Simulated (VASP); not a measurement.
Set up this calculation in VASP 6.6.1, as the native input.

```yaml
Task: single point
Functional: PBE
Potentials_or_basis: VASP PAW PBE potentials, release 64 (Ca_sv, O)
Cutoff: 520 eV
k_mesh: 8 × 8 × 8
Occupations: gaussian, width 0.02 eV
Spin: no spin polarisation
Dipole_correction: no
Further_INCAR_settings: ALGO = Normal; EDIFF = 1e-07; NBANDS = 15
```

The structure of CaO lies in POSCAR:

```
CaO
1.0
    0.0000000000      2.3143094359      2.3143094359
    2.3143094359      0.0000000000      2.3143094359
    2.3143094359      2.3143094359      0.0000000000
Ca O
1 1
Direct
    0.0000000000      0.0000000000      0.0000000000
    0.5000000000      0.5000000000      0.5000000000
```

This cell differs from its parent crystal: volume scaled by 0.88.

The input as run:

INCAR

```
SYSTEM = CaO
PREC     = Accurate       ! precision mode
ENCUT    = 520            ! plane-wave cutoff, eV
EDIFF    = 1E-7           ! SCF threshold, eV
ISMEAR   = 0              ! smearing method
SIGMA    = 0.02           ! smearing width, eV
LREAL    = .False.        ! projectors in reciprocal space
LASPH    = .True.         ! aspherical terms in the spheres
NELM     = 100            ! most SCF steps
ALGO     = Normal         ! electronic algorithm
ISIF     = 2              ! what is computed and relaxed
LWAVE    = .False.        ! write WAVECAR
LCHARG   = .False.        ! write CHGCAR
GGA      = PE             ! functional
NBANDS   = 15             ! bands
```

KPOINTS

```
Automatic mesh
0
Gamma
  8 8 8
  0 0 0
```

Potentials or basis: VASP PAW PBE potentials, release 64 (Ca_sv, O).

The run is started by

```console
$ cat potpaw_PBE.64/Ca_sv/POTCAR potpaw_PBE.64/O/POTCAR > POTCAR
$ mpirun -np 1 vasp_std > vasp.out
```

It gave:

| Property | Result |
| --- | --- |
| Pressure | 18.9 GPa |
| Band gap on the k mesh | 3.57 eV, indirect (least direct gap 3.91 eV) |

Wall time 6.3 s on 1 thread of Intel(R) Xeon(R) Platinum 8488C (Sapphire Rapids), with other jobs on the host, peak memory 0.14 GiB.
